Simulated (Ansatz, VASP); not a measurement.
**One calculation of BaSi2C2, two programs**

File INCAR:

```
PREC     = Accurate       # precision mode
ENCUT    = 600            # plane-wave cutoff, eV
EDIFF    = 1E-7           # SCF threshold, eV
ISMEAR   = 0              # smearing method
SIGMA    = 0.1            # smearing width, eV
LREAL    = False          # projectors in reciprocal space
LASPH    = True           # aspherical terms in the spheres
NELM     = 100            # most SCF steps
ALGO     = Normal         # electronic algorithm
ISIF     = 3              # what is computed and relaxed
LWAVE    = False          # write WAVECAR
LCHARG   = False          # write CHGCAR
GGA      = PE             # functional
IBRION   = 2              # ionic algorithm
NSW      = 100            # ionic steps
EDIFFG   = -0.01          # ionic threshold
```

The input KPOINTS:

```
regular mesh
0
Gamma
  8 8 10
```

The input POSCAR:

```
BaSi2C2
1.0
    3.0818329564     -3.9698593764      0.0000000000
    3.0818329564      3.9698593764      0.0000000000
    0.0000000000      0.0000000000      4.0131416060
Ba Si C
1 2 2
Direct
    0.5000000000      0.5000000000      0.0000000000
    0.1467448941      0.8532551059      0.5000000000
    0.8532551059      0.1467448941      0.5000000000
    0.0000000000      0.5000000000      0.5000000000
    0.5000000000      0.0000000000      0.5000000000
```

Input for Ansatz:

```yaml
crystal:
  lattice:
    - [3.0818329564, -3.9698593764, 0.0]
    - [3.0818329564, 3.9698593764, 0.0]
    - [0.0, 0.0, 4.013141606]
  atoms:
    - { symbol: Ba, position: [0.5, 0.5, 0.0] }
    - { symbol: Si, position: [0.1467448941, 0.8532551059, 0.5] }
    - { symbol: Si, position: [0.8532551059, 0.1467448941, 0.5] }
    - { symbol: C, position: [0.0, 0.5, 0.5] }
    - { symbol: C, position: [0.5, 0.0, 0.5] }
basis:
  ecutwfc: 420
kpoints:
  mp_grid: { grid: [8, 8, 10] }
hamiltonian:
  xc: pbe
scf:
  occupations: { method: gaussian, width: 0.1 }
output:
  forces: true
  stress: true
  eigenvalues: true
relax:
  adjacent_minimum: "off"
  f_tol: 0.01
  max_steps: 80
  cell: { stress_tol: 0.05 }
```

Alike in both runs: task relaxation of cell and atoms; functional PBE; k mesh 8 × 8 × 10; occupations gaussian, width 0.1 eV; no spin polarisation.

|  | VASP | Ansatz |
| --- | --- | --- |
| version | VASP 6.6.1 | Ansatz 0.2.0 |
| potentials or method | VASP PAW PBE potentials, release 64 (Ba_sv, Si, C), cutoff 600 eV | scalar-relativistic, plane waves, PAW |
| valence electrons in the cell | 26 | 26 |

Ansatz gave:

| Item | Value |
| --- | --- |
| gap on the k mesh at the Fermi level, each at its own relaxed structure (eV) | none |
| relaxed volume (Å³/atom) | 19.76 |
| relaxed length of the cell vector where the two differ most in proportion (Å) | 4.034 |

Task: Estimate VASP's values.

Result: gap on the k mesh at the Fermi level, each at its own relaxed structure (eV): none; relaxed volume (Å³/atom): 19.92; relaxed length of the cell vector where the two differ most in proportion (Å): 4.064.

A gap of «none» marks a metal or a gap that the smearing closes.

Neither program's run includes spin-orbit coupling.
